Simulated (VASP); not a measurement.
Hg: relaxation of cell and atoms with LDA

Hg:

```xyz
1
Lattice="1.7290 0.9982 2.2280 -1.7290 0.9982 2.2280 0.0000 -1.9965 2.2280" Properties=species:S:1:pos:R:3 pbc="T T T"
Hg    1.7290    0.9982    2.2280
```

| Property | Result |
| --- | --- |
| Program | VASP 6.6.1 |
| Task | relaxation of cell and atoms |
| Functional | LDA |
| Potentials or basis | VASP PAW LDA potentials, release 64 (Hg) |
| Cutoff | 600 eV |
| k mesh | 11 × 11 × 11 |
| Occupations | fermi-dirac, width 0.1 eV |
| Spin | no spin polarisation |
| Dipole correction | no |
| Further INCAR settings | ALGO = Normal; EDIFF = 1e-06; IBRION = 2; EDIFFG = -0.01; NSW = 80; ISIF = 3 |

```json
{"Relaxed volume": "22.96 Å³/atom", "Relaxed cell": "a = 2.963 Å, b = 2.963 Å, c = 2.963 Å, α = 72.29°, β = 72.29°, γ = 72.29°", "Space group after relaxing (to 0.05 Å)": "R-3m (No. 166)", "Energy gained by relaxing": "2.3 meV/atom", "Ionic steps": "8", "Pressure after relaxing": "0.0 GPa", "Band gap on the k mesh": "zero (band 6 reaches 3.88 eV, above the bottom of band 7 at 1.22 eV)"}
```

The path:
```
step  energy change (eV)  largest force (eV/Å)  pressure (GPa)  volume (Å³)
   1              0.0000                0.0000           -0.87        23.07
   2             -0.0014                0.0000            0.26        22.66
   3             -0.0014                0.0000            0.11        22.69
   4             -0.0014                0.0000            0.12        22.69
   5             -0.0016                0.0000            0.09        22.72
   6             -0.0020                0.0000            0.06        22.82
   7             -0.0023                0.0000           -0.07        23.02
   8             -0.0023                0.0000            0.00        22.96
```

Final structure:
```yaml
crystal:
  lattice:
    - [1.74787, 1.00913, 2.16997]
    - [-1.74787, 1.00913, 2.16997]
    - [0.00000, -2.01827, 2.16997]
  atoms:
    - { symbol: Hg, position: [0.00000, 0.00000, 0.00000] }
```

Levels at points of the mesh, in eV from the Fermi level:
| k point | band 4 | band 5 | band 6 | band 7 | band 8 | band 9 |
| --- | --- | --- | --- | --- | --- | --- |
| (0.00, 0.00, 0.00) | -6.32 | -6.20 | -6.20 | 12.05 | 12.43 | 12.43 |

Wall time 59 s on 1 thread of Intel(R) Xeon(R) Platinum 8375C CPU @ 2.90GHz (Ice Lake), with other jobs on the host, peak memory 0.17 GiB.

Caveat: spin-orbit coupling is left out, which moves the levels of the heavy elements. LDA usually gives volumes a few per cent too small.
